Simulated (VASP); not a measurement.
A run of VASP 6.6.1 is set up as follows.

The input INCAR:

```
  PREC = Accurate
  ENCUT = 520
  EDIFF = 1E-7
  ISMEAR = 0
  SIGMA = 0.1
  LREAL = F
  LASPH = T
  NELM = 100
  ALGO = Fast
  ISIF = 2
  LWAVE = F
  LCHARG = F
  GGA = PE
  NBANDS = 37
```

KPOINTS

```
regular mesh
0
Gamma
  6 6 6
```

The input POSCAR:

```
Ba3Pb2
1.0
    6.6407736187      0.0000000000      0.0000000000
    0.0000000000      6.6407736187      0.0000000000
    0.0000000000      0.0000000000      6.6407736187
Ba Pb
3 2
Direct
    0.5000000000      0.0000000000      0.0000000000
    0.0000000000      0.5000000000      0.0000000000
    0.0000000000      0.0000000000      0.5000000000
    0.0000000000      0.0000000000      0.0000000000
    0.5000000000      0.5000000000      0.5000000000
```

Potentials or basis: VASP PAW PBE potentials, release 64 (Ba_sv, Pb_d).

The run is started by

```bash
$ cat potpaw_PBE.64/Ba_sv/POTCAR potpaw_PBE.64/Pb_d/POTCAR > POTCAR
$ mpirun -np 1 vasp_std > vasp.out
```

Task: Estimate the pressure.

Result: 0.1 GPa.

Task: What does it give for the band gap on the k mesh?

Result: Zero (bands 29 and 30 overlap by 0.83 eV).

Caveat: spin-orbit coupling is left out, which moves the levels of the heavy elements.
